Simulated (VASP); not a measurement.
Set up this calculation in VASP 6.6.1, as the native input.

* Task: single point
* Functional: LDA
* Potentials or basis: VASP PAW LDA potentials, release 64 (Ag, Cl)
* Cutoff: 520 eV
* k mesh: 8 × 8 × 8
* Occupations: gaussian, width 0.01 eV
* Spin: non-collinear spin, zero start, spin-orbit coupling
* Starting moments: [[0.0, 0.0, 0.0], [0.0, 0.0, 0.0]] μB
* Dipole correction: no
* Further INCAR settings: ALGO = Normal; EDIFF = 1e-07; NBANDS = 30

The structure of AgCl lies in POSCAR:

```
AgCl
1.0
    0.0000000000      2.6770631764      2.6770631764
    2.6770631764      0.0000000000      2.6770631764
    2.6770631764      2.6770631764      0.0000000000
Ag Cl
1 1
Direct
    0.0000000000      0.0000000000      0.0000000000
    0.5000000000      0.5000000000      0.5000000000
```

The input as run:

INCAR

```
ALGO     = Normal         # electronic algorithm
EDIFF    = 1E-7           # SCF threshold, eV
ENCUT    = 520            # plane-wave cutoff, eV
GGA_COMPAT= False        
ISIF     = 2              # what is computed and relaxed
ISMEAR   = 0              # smearing method
LASPH    = True           # aspherical terms in the spheres
LCHARG   = True           # write CHGCAR
LMAXMIX  = 4              # l up to which the mixer works
LORBIT   = 11             # projections on sites
LORBMOM  = True         
LREAL    = False          # projectors in reciprocal space
LSORBIT  = True           # spin-orbit coupling
LVHAR    = True         
LWAVE    = False          # write WAVECAR
MAGMOM   = 0 0 0 0 0 0    # initial moments
NBANDS   = 30             # bands
NELM     = 150            # most SCF steps
PREC     = Accurate       # precision mode
SIGMA    = 0.01           # smearing width, eV
```

KPOINTS

```
k-points
0
Gamma
  8 8 8
```

Potentials or basis: VASP PAW LDA potentials, release 64 (Ag, Cl).

Command:

```sh
$ cat potpaw_LDA.64/Ag/POTCAR potpaw_LDA.64/Cl/POTCAR > POTCAR
$ mpirun -np 1 vasp_ncl > vasp.out
```

Results of the run:

```yaml
Pressure: 0.0 GPa
Net_moment: 0.00 μB per cell
Valence_electrons_inside_the_program's_atomic_spheres: Ag 9.78; Cl 5.05
```

Wall time 97 s on 1 thread of Intel Xeon 8259CL, on a shared host, peak memory 0.23 GiB.
